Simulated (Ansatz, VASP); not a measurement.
# One calculation of Bi, two programs

```
Bi
1.0
     2.30709    1.33200    3.95400
    -2.30709    1.33200    3.95400
     0.00000   -2.66400    3.95400
Bi
2
Cartesian
  0.0000 0.0000 2.7744
  0.0000 0.0000 9.0876
```

Change from the starting cell: strain +0.015 along x and y, +0.000 along z, atoms carried along.

Alike in both runs: task single point; functional PBEsol; k mesh 12 × 12 × 12; occupations gaussian, width 0.15 eV; no spin polarisation.

|  | VASP | Ansatz |
| --- | --- | --- |
| version | VASP 6.6.1 | Ansatz 0.2.0 |
| potentials or method | VASP PAW PBE potentials, release 64 (Bi_d), cutoff 520 eV | scalar-relativistic, plane waves, PAW |
| valence electrons in the cell | 30 | 30 |

Ansatz gave:

| Item | Value |
| --- | --- |
| gap on the k mesh at the Fermi level (eV) | none |
| pressure (GPa) | -2.0 |
| traceless stress, the component that is largest in VASP (GPa) | 0.52 |
| rms of the force components (eV/Å) | 0.011 |

What did VASP give for the same quantities?

gap on the k mesh at the Fermi level (eV): none; pressure (GPa): -2.0; traceless stress, the component that is largest in VASP (GPa): 0.52; rms of the force components (eV/Å): 0.014.

VASP's potentials were made for PBE, not for PBEsol. Atom by atom the forces differ by 0.004 eV/Å (rms over components). A gap of «none» marks a metal or a gap that the smearing closes.

Neither program's run includes spin-orbit coupling.
